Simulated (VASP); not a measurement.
# Li5B4 (R3m) in VASP: further runs

The runs below take Li5B4 through single point, relaxation of cell and atoms, with PBE.

All numbers are computed with VASP 6.6.1; they aren't measurements. Logs are shortened: lines on timing, memory, paths and dates and some standing lists are left out, and cuts for length are marked.

**1. The cell of the first run**

It takes space group R3m (No. 160, trigonal). The conventional cell has a = 5.740 Å, b = 5.740 Å, c = 10.716 Å, α = 90.00°, β = 90.00°, γ = 120.00°. Li (site symmetry m) has 5 B at 2.09 to 2.85 Å and 5 Li at 2.30 to 2.89 Å within 2.9 Å. Within 3.0 Å of Li (site symmetry 3m) lie 6 Li at 2.30 to 2.63 Å and 7 B at 2.43 to 2.94 Å. Within 3.5 Å of Li (site symmetry 3m) lie 9 B at 2.52 to 3.31 Å and 12 Li at 2.89 to 3.48 Å. Within 2.4 Å of B (site symmetry m) lie 3 B at 1.71 to 1.81 Å and 2 Li at 2.33 Å. Within 2.3 Å of B (site symmetry 3m) lie 3 B at 1.71 Å and 3 Li at 2.09 Å.

**2. Single point, PBE**

INCAR reads:

```
SYSTEM = Li5B4
PREC = Accurate ; ENCUT = 520
EDIFF = 1E-6 ; ISMEAR = -1
SIGMA = 0.15 ; LREAL = .FALSE.
LASPH = .TRUE. ; NELM = 100
ALGO = Normal ; ISIF = 2
LWAVE = .FALSE. ; LCHARG = .TRUE.
GGA = PE ; LELF = .TRUE.
LVHAR = .TRUE. ; NBANDS = 24
```

KPOINTS reads:

```
regular mesh
0
G
  6 6 6
  0 0 0
```

POSCAR reads:

```
Li5B4
1.0
    4.8289127022      0.4813403481      0.4371130760
    0.9919223746      4.7503869757      0.4371130760
    0.9919223746      0.8915331429      4.6864072503
Li B
5 4
Direct
    0.2559334822      0.7070077081      0.7070077081
    0.7070077081      0.2559334822      0.7070077081
    0.7070077081      0.7070077081      0.2559334822
    0.7583881492      0.7583881492      0.7583881492
    0.3259829591      0.3259829591      0.3259829591
    0.9015489926      0.2169295281      0.2169295281
    0.2169295281      0.9015489926      0.2169295281
    0.2169295281      0.2169295281      0.9015489926
   -0.0147280557     -0.0147280557     -0.0147280557
```

Potentials or basis: VASP PAW PBE potentials, release 64 (Li_sv, B).

Started as:

```console
> cat potpaw_PBE.64/Li_sv/POTCAR potpaw_PBE.64/B/POTCAR > POTCAR
> mpirun -np 1 vasp_std > vasp.out
```

OUTCAR:

```text
SYSTEM = Li5B4
   PREC = Accurate
   ENCUT = 520
   EDIFF = 1E-6
   ISMEAR = -1
   LREAL = .FALSE.
   LASPH = .TRUE.
   NELM = 100
   ISIF = 2
   GGA = PE

 ion  position               nearest neighbor table
   1  0.256  0.707  0.707-   9 2.09   4 2.30   8 2.33   7 2.33   2 2.59   3 2.59
   2  0.707  0.256  0.707-   9 2.09   4 2.30   8 2.33   6 2.33   3 2.59   1 2.59
   3  0.707  0.707  0.256-   9 2.09   4 2.30   6 2.33   7 2.33   2 2.59   1 2.59
   4  0.758  0.758  0.758-   2 2.30   1 2.30   3 2.30
   5  0.326  0.326  0.326-
   6  0.902  0.217  0.217-   9 1.71   7 1.81   8 1.81   3 2.33   2 2.33
   7  0.217  0.902  0.217-   9 1.71   8 1.81   6 1.81   3 2.33   1 2.33
   8  0.217  0.217  0.902-   9 1.71   7 1.81   6 1.81   1 2.33   2 2.33
   9  0.985  0.985  0.985-   8 1.71   7 1.71   6 1.71   3 2.09   2 2.09   1 2.09

  LATTYP: Found a trigonal (rhomboedric) cell.
 ALAT       =     4.8724895338
 COS(alpha) =     0.3061151635

  Lattice vectors:

 A1 = (   4.8289127022,   0.4813403481,   0.4371130760)
 A2 = (   0.9919223746,   4.7503869757,   0.4371130760)
 A3 = (   0.9919223746,   0.8915331429,   4.6864072503)

Analysis of symmetry for initial positions (statically):
=====================================================================
 Subroutine PRICEL returns:
 Original cell was already a primitive cell.

 Routine SETGRP: Setting up the symmetry group for a
 trigonal (rhombohedral) supercell.

 Subroutine GETGRP returns: Found  6 space group operations
 (whereof  6 operations were pure point group operations)
 out of a pool of 12 trial point group operations.

The static configuration has the point symmetry C_3v.

Analysis of symmetry for dynamics (positions and initial velocities):
=====================================================================
 Subroutine PRICEL returns:
 Original cell was already a primitive cell.

 Routine SETGRP: Setting up the symmetry group for a
 trigonal (rhombohedral) supercell.

 Subroutine GETGRP returns: Found  6 space group operations
 (whereof  6 operations were pure point group operations)
 out of a pool of 12 trial point group operations.

The dynamic configuration has the point symmetry C_3v.

 Subroutine INISYM returns: Found  6 space group operations
 (whereof  6 operations are pure point group operations),
 and found     1 'primitive' translations

----------------------------------------------------------------------------------------

                                     Primitive cell

  volume of cell :     101.9187

  direct lattice vectors                    reciprocal lattice vectors
     4.828912702  0.481340348  0.437113076     0.214607886 -0.041356216 -0.037556259
     0.991922375  4.750386976  0.437113076    -0.018309269  0.217788090 -0.037556259
     0.991922375  0.891533143  4.686407250    -0.018309269 -0.016456248  0.220389012

  length of vectors
     4.872489534  4.872489534  4.872489534     0.221759676  0.221759676  0.221759676

  position of ions in fractional coordinates (direct lattice)
     0.255933482  0.707007708  0.707007708
     0.707007708  0.255933482  0.707007708
     0.707007708  0.707007708  0.255933482
     0.758388149  0.758388149  0.758388149
     0.325982959  0.325982959  0.325982959
     0.901548993  0.216929528  0.216929528
     0.216929528  0.901548993  0.216929528
     0.216929528  0.216929528  0.901548993
     0.985271944  0.985271944  0.985271944

  ion indices of the primitive-cell ions
   primitive index   ion index
                 1           1
                 2           2
                 3           3
                 4           4
                 5           5
                 6           6
                 7           7
                 8           8
                 9           9

----------------------------------------------------------------------------------------

 KPOINTS: regular mesh

Automatic generation of k-mesh.
 Grid dimensions read from file:
 generate k-points for:    6    6    6

 Generating k-lattice:

  Cartesian coordinates                     Fractional coordinates (reciprocal lattice)
     0.035767981 -0.006892703 -0.006259377     0.166666667  0.000000000 -0.000000000
    -0.003051545  0.036298015 -0.006259377     0.000000000  0.166666667  0.000000000
    -0.003051545 -0.002742708  0.036731502     0.000000000  0.000000000  0.166666667

  Length of vectors
     0.036959946  0.036959946  0.036959946

  Shift w.r.t. Gamma in fractional coordinates (k-lattice)
     0.000000000  0.000000000  0.000000000

 Subroutine IBZKPT returns following result:
 ===========================================

 Found     32 irreducible k-points:

 Following reciprocal coordinates:
            Coordinates               Weight
  0.000000  0.000000  0.000000      1.000000
  0.166667 -0.000000 -0.000000      6.000000
  0.333333 -0.000000 -0.000000      6.000000
  0.500000 -0.000000  0.000000      3.000000
  0.166667  0.166667  0.000000      6.000000
  0.333333  0.166667 -0.000000     12.000000
[... 16 lines left out ...]
  0.500000  0.500000  0.166667      6.000000
 -0.333333  0.500000  0.166667     12.000000
 [... further k-points ...]
   k-points           NKPTS =     32   k-points in BZ     NKDIM =     32   number of bands    NBANDS=     24
   number of dos      NEDOS =    301   number of ions     NIONS =      9
   total plane-waves  NPLWV =  46656
   dimension x,y,z NGX =    36 NGY =   36 NGZ =   36
   dimension x,y,z NGXF=    72 NGYF=   72 NGZF=   72
   ions per type =               5   4
   NGX,Y,Z   is equivalent  to a cutoff of  12.28, 12.28, 12.28 a.u.
   NGXF,Y,Z  is equivalent  to a cutoff of  24.57, 24.57, 24.57 a.u.
 SYSTEM =  Li5B4
   PREC   = accura    normal or accurate (medium, high low for compatibility)
   ISTART =      0    job   : 0-new  1-cont  2-samecut
   ICHARG =      2    charge: 1-file 2-atom 10-const
   ISPIN  =      1    spin polarized calculation?
   LNONCOLLINEAR =      F non collinear calculations
   LSORBIT =      F    spin-orbit coupling
   LASPH  =      T    aspherical Exc in radial PAW
   ENCUT  =  520.0 eV  38.22 Ry    6.18 a.u.   9.06  9.06  9.06*2*pi/ulx,y,z
   NELM   =    100;   NELMIN=  2; NELMDL= -5     # of ELM steps
   EDIFF  = 0.1E-05   stopping-criterion for ELM
   LREAL  =      F    real-space projection
   EDIFFG = 0.1E-04   stopping-criterion for IOM
   NSW    =      0    number of steps for IOM
   IBRION =     -1    ionic relax: 0-MD 1-quasi-New 2-CG
   NFREE  =      0    steps in history (QN), initial steepest desc. (CG)
   ISIF   =      2    stress and relaxation
   ISYM   =      2    0-nonsym 1-usesym 2-fastsym
   POTIM  = 0.5000    time-step for ionic-motion
   TEBEG  =    0.0;   TEEND  =   0.0 temperature during run
   PSTRESS=    0.0 pullay stress
   NELECT =      27.0000    total number of electrons
   NUPDOWN=      -1.0000    fix difference up-down
   EMIN   =  10.00;   EMAX   =-10.00  energy-range for DOS
   EFERMI =   0.00;   METHOD = LEGACY
   ISMEAR =    -1;   SIGMA  =   0.15  broadening in eV -4-tet -1-fermi 0-gaus
   EFERMI_NEDOS =   21; number of points for ismear=-14 and -15
   IALGO  =     38    algorithm
   IMIX   =      4    mixing-type and parameters
     AMIX     =   0.40;   BMIX     =  1.00
     AMIX_MAG =   1.60;   BMIX_MAG =  1.00
  volume/ion in A,a.u.               =      11.32        76.42
  Fermi-wavevector in a.u.,A,eV,Ry     =   1.051425  1.986905 15.041159  1.105494
  Thomas-Fermi vector in A             =   2.186467
   LORBIT       =      0    0 simple, 1 ext, 2 COOP (PROOUT), +10 PAW based schemes
   GGA     = PE    functional components
   LHFCALC =     F    Hartree Fock is set to
   AEXX    =    0.0000 exact exchange contribution
   IVDW    =     0    specifies the selected vdW correction
   LEPSILON=     F    determine dielectric tensor
   LRPA    =     F    only Hartree local field effects (RPA)
 non-spin polarized calculation
  energy-cutoff  :      520.00
  volume of cell :      101.92
 maximum number of plane-waves:      2779
   NGX = 19   NGY = 19   NGZ = 19

 number of electron      26.9999985 magnetization

 Free energy of the ion-electron system (eV)
  ---------------------------------------------------
  ext. energy  EPLUGINS =         0.00000000
  ---------------------------------------------------
  free energy    TOTEN  =       -32.55624876 eV

  energy without entropy =      -32.30429749  energy(sigma->0) =      -32.43027312

 E-fermi :   2.3041     XC(G=0):  -9.0368

 val. band max:        2.2988245695   @ k =  -0.1667   0.1667  -0.0000
 cond. band min:       2.3161922497   @ k =  -0.3333   0.1667   0.0000
 fundamental gap:      0.0173676802
 Fermi energy:         2.3040526689

 k-point     1 :       0.0000    0.0000    0.0000
  band No.  band energies     occupation
      1     -44.3438      2.00000
      2     -42.9889      2.00000
      3     -42.8283      2.00000
      4     -42.7982      2.00000
      5     -42.7982      2.00000
      6      -9.9702      2.00000
[... 16 lines left out ...]
     23       8.7384      0.00000
     24      11.1073      0.00000

 k-point     2 :       0.1667   -0.0000   -0.0000
  band No.  band energies     occupation
      1     -44.3437      2.00000
      2     -42.9888      2.00000
      3     -42.8279      2.00000
      4     -42.7989      2.00000
      5     -42.7982      2.00000
      6      -9.9507      2.00000
[... 16 lines left out ...]
     23       9.0217      0.00000
     24      11.0259      0.00000
[... 565 lines left out ...]
     23       9.9225      0.00000
     24      10.1027      0.00000

 k-point    24 :      -0.3333    0.5000    0.1667
  band No.  band energies     occupation
      1     -44.3428      2.00000
      2     -42.9883      2.00000
      3     -42.8272      2.00000
      4     -42.8009      2.00000
      5     -42.7985      2.00000
      6      -9.8310      2.00000
[... 16 lines left out ...]
     23       9.9183      0.00000
     24      10.2563      0.00000

 [... further k-points ...]

------------------------ aborting loop because EDIFF is reached ----------------------------------------

  FORCE on cell =-STRESS in cart. coord.  units (eV):
  Direction    XX          YY          ZZ          XY          YZ          ZX
  --------------------------------------------------------------------------------------
  -------------------------------------------------------------------------------------
  Total       -0.0294929     -0.0309389     -0.0320046      0.0067628      0.0055199      0.0061414
  in kB       -0.4636335     -0.4863642     -0.5031171      0.1063129      0.0867735      0.0965445
  external PRESSURE =      -0.4843716 kB  Pullay stress =       0.0000000 kB

 VOLUME and BASIS-vectors are now :
 -----------------------------------------------------------------------------
  energy-cutoff  :      520.00
  volume of cell :      101.92
      direct lattice vectors                 reciprocal lattice vectors
     4.828912702  0.481340348  0.437113076     0.214607886 -0.041356216 -0.037556259
     0.991922375  4.750386976  0.437113076    -0.018309269  0.217788090 -0.037556259
     0.991922375  0.891533143  4.686407250    -0.018309269 -0.016456248  0.220389012

 POSITION                                       TOTAL-FORCE (eV/Angst)
 -----------------------------------------------------------------------------------
      2.63847      4.11207      3.73424         0.005780     -0.002486     -0.002257
      4.36924      2.18642      3.73424        -0.001857      0.006011     -0.002257
      4.36924      3.92704      1.81749        -0.001857     -0.001669      0.006200
      5.16671      4.64381      4.21712        -0.003566     -0.003205     -0.002911
      2.22084      1.99608      1.81267        -0.000152     -0.000137     -0.000124
      4.78386      1.65785      1.50552        -0.004493      0.006428      0.005837
      2.15698      4.58052      1.50552         0.005914     -0.005151      0.005837
      2.15698      1.93868      4.41467         0.005914      0.005315     -0.005688
      6.71242      6.03308      5.47874        -0.005682     -0.005107     -0.004638
 -----------------------------------------------------------------------------------
    total drift:                                0.000146      0.000132      0.000119

  FREE ENERGIE OF THE ION-ELECTRON SYSTEM (eV)
  ---------------------------------------------------
  free  energy   TOTEN  =       -32.5562487576 eV

  energy  without entropy=      -32.3042974899  energy(sigma->0) =      -32.43027312
```

It took 71 s on 1 thread of Oxide Virtual Turin-like, shared host; peak memory 0.19 GiB.

Results:

```yaml
Free_energy: -32.5562 eV
Largest_force: 0.010 eV/Å
Band_gap_on_the_k_mesh: zero (an odd number of electrons rules out a gap without spin polarisation)
```

Forces on the atoms (eV/Å):
```
Li   0.006 -0.002 -0.002
Li  -0.002  0.006 -0.002
Li  -0.002 -0.002  0.006
Li  -0.004 -0.003 -0.003
Li   0.000  0.000  0.000
B   -0.004  0.006  0.006
B    0.006 -0.005  0.006
B    0.006  0.005 -0.006
B   -0.006 -0.005 -0.005
```

Levels at points of the mesh, in eV from the Fermi level:
| k point | band 11 | band 12 | band 13 | band 14 | band 15 | band 16 |
| --- | --- | --- | --- | --- | --- | --- |
| (0.00, 0.00, 0.00) | -1.52 | -1.52 | -1.10 | -0.35 | -0.35 | 2.50 |
| (0.50, 0.00, 0.00) | -1.29 | -1.16 | -0.42 | 0.04 | 0.52 | 1.90 |
| (0.50, 0.50, 0.00) | -2.03 | -0.65 | -0.35 | 0.63 | 1.29 | 1.38 |
| (0.50, 0.50, 0.50) | -1.36 | -1.36 | -1.18 | 1.04 | 1.04 | 1.07 |

Caveat: the cutoff is under 1.25 times the usual one of these potentials, so pressure, stress and relaxed cells hold a basis-set (Pulay) error.

(Part 1 of 2 ends here.)

The gap in the log of VASP goes by the Fermi energy; the results here count the filled bands.